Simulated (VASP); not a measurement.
Runs of VASP 6.6.1 on TiCo. The structure is that of space group Pm-3m (No. 221), or close to it. The cells are those of the table. 

```csv
task,level,cell,smearing,gap on the mesh (eV),pressure (GPa),moment (μB)
electric field gradients,PBEsol,"a = 2.986 Å, 2 atoms",fermi-dirac 0.03 eV,none,(c),0.83
electric field gradients,PBEsol,"a = 3.045 Å, 2 atoms",fermi-dirac 0.03 eV,none,(b),0.90
electric field gradients,PBEsol,"a = 2.966 Å, 2 atoms",fermi-dirac 0.03 eV,none,-5.0,0.73
single point,PBEsol,"a = 2.966 Å, 2 atoms",fermi-dirac 0.03 eV,none,-5.0,0.73
single point,PBEsol,"a = 3.045 Å, 2 atoms",fermi-dirac 0.03 eV,none,-15.1,0.90
single point,PBEsol,"a = 2.926 Å, 2 atoms",fermi-dirac 0.03 eV,none,1.6,0.43
electric field gradients,PBEsol,"a = 3.006 Å, 2 atoms",fermi-dirac 0.03 eV,none,-10.5,0.87
electric field gradients,RPBE,"a = 2.926 Å, 2 atoms",fermi-dirac 0.001 eV,none,15.9,(a)
single point,PBEsol,"a = 3.006 Å, 2 atoms",fermi-dirac 0.03 eV,none,-10.5,0.87
```

Alike in all rows: potentials or basis VASP PAW PBE potentials, release 64 (Ti_sv, Co); spin collinear, ferrimagnetic start; k mesh 11 × 11 × 11; cutoff (eV) 520.

Question: Estimate the missing entries.

Answer: (a) 0.89; (b) -15.3; (c) -7.8.

Caveats: the PAW data sets were made with another functional, which shifts forces and pressure a little; the cell stands under tension (at least some runs); the cell stands under pressure (at least some runs).

A gap of «none» marks levels without a gap at the run's occupations.
